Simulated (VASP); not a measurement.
Write the native input for VASP 6.6.1 that does the following.

| Item | Value |
| --- | --- |
| Task | single point |
| Functional | PBE |
| Potentials or basis | VASP PAW PBE potentials, release 64 (Si, O) |
| Cutoff | 520 eV |
| k mesh | 6 × 6 × 8 |
| Occupations | gaussian, width 0.05 eV |
| Spin | no spin polarisation |
| Dipole correction | no |
| Further INCAR settings | ALGO = Normal; EDIFF = 1e-06; NBANDS = 25 |

The structure of SiO2 lies in POSCAR:

```
SiO2
1.0
    4.0666718729      0.0000000000      0.0000000000
    0.0000000000      4.0666718729      0.0000000000
    0.0000000000      0.0000000000      2.5828589820
Si O
2 4
Direct
    0.5000000000      0.5000000000      0.5000000000
    0.0000000000      0.0000000000      0.0000000000
    0.6930152167      0.6930152167      0.0000000000
    0.1930152167      0.8069847833      0.5000000000
    0.3069847833      0.3069847833      0.0000000000
    0.8069847833      0.1930152167      0.5000000000
```

This cell differs from its parent crystal: strain -0.040 along x and y, -0.040 along z.

These files were run (other wordings do the same):

INCAR

```
SYSTEM = SiO2
  PREC = Accurate
  ENCUT = 520
  EDIFF = 1E-6
  ISMEAR = 0
  SIGMA = 0.05
  LREAL = .False.
  LASPH = .True.
  NELM = 60
  ALGO = Normal
  ISIF = 2
  LWAVE = .False.
  LCHARG = .False.
  GGA = PE
  NBANDS = 25
```

KPOINTS

```
Automatic mesh
0
Gamma
  6 6 8
  0 0 0
```

Potentials or basis: VASP PAW PBE potentials, release 64 (Si, O).

Run with:

```console
$ cat potpaw_PBE.64/Si/POTCAR potpaw_PBE.64/O/POTCAR > POTCAR
$ mpirun -np 1 vasp_std > vasp.out
```

Results of the run:

* Pressure: 47.5 GPa
* Largest force: 1.016 eV/Å
* Band gap on the k mesh: 7.08 eV, direct

Caveat: the cell differs from its parent crystal (strain -0.040 along x and y, -0.040 along z); forces of over 1 eV/Å act on the atoms, so gaps and moduli don't describe the material at rest.

Wall time 24 s on 1 thread of Intel(R) Xeon(R) 6975P-C (Granite Rapids), with other jobs on the host, peak memory 0.16 GiB.
